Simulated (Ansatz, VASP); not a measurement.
Two plane-wave programs on AlRu

```
CELL_PARAMETERS angstrom
0.00000 2.04244 2.04244
2.04244 0.00000 2.04244
2.04244 2.04244 0.00000
ATOMIC_POSITIONS crystal
Ru 0.00000 0.00000 0.00000
Al 0.50000 0.50000 0.50000
```

Change from the starting cell: volume scaled by 0.55, PAW files.

Alike in both runs: task single point; functional PBE; k mesh 14 × 14 × 14; occupations fermi-dirac, width 0.1 eV; no spin polarisation.

```csv
,VASP,Ansatz
version,VASP 6.6.1,Ansatz 0.2.0
potentials or method,"VASP PAW PBE potentials, release 64 (Ru_pv, Al)","PAW with Ansatz's default frozen-core files, scalar-relativistic"
plane-wave cutoff (eV),520,420
valence electrons in the cell,17,19
```

Ansatz gave:

- pressure (GPa): 296.8

Problem. Which values does VASP return?

Solution. Pressure (GPa): 299.8.

Both programs put the cell under a high pressure, so it lies far from rest at this level. VASP's potentials hold 17 valence electrons a cell and Ansatz's 19, so a difference there can come from the potentials and not from the codes.

Noted on VASP's run: the cell as given lies far from equilibrium.
